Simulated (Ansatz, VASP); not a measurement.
## One calculation of ScInS3, two programs

```
Sc In S
1.0
     5.29064    0.00000    0.00000
    -2.64532    4.58183    0.00000
     0.00000    0.00000    5.99839
Sc In S
1 1 3
Direct
  0.00000 0.00000 0.00000
  0.00000 0.00000 0.50000
  0.50000 0.00000 0.00000
  0.00000 0.50000 0.00000
  0.50000 0.50000 0.00000
```

Alike in both runs: functional PBE; k mesh 6 × 6 × 4; occupations gaussian, width 0.1 eV; no spin polarisation.

Ansatz relaxed the structure, and its values are those at the end. VASP's run is a single point on that final structure, the one shown.

```csv
,VASP,Ansatz
version,VASP 6.6.1,Ansatz 0.2.0
potentials or method,"VASP PAW PBE potentials, release 64 (Sc_sv, In_d, S), cutoff 520 eV","scalar-relativistic, plane waves, PAW"
valence electrons in the cell,42,42
```

|  | VASP | Ansatz | Ansatz less VASP |
| --- | --- | --- | --- |
| gap on the k mesh at the Fermi level (eV) | none | none | - |
| pressure (GPa) | 0.1 | 0.1 | -0.02 |

A gap of «none» marks a metal or a gap that the smearing closes.
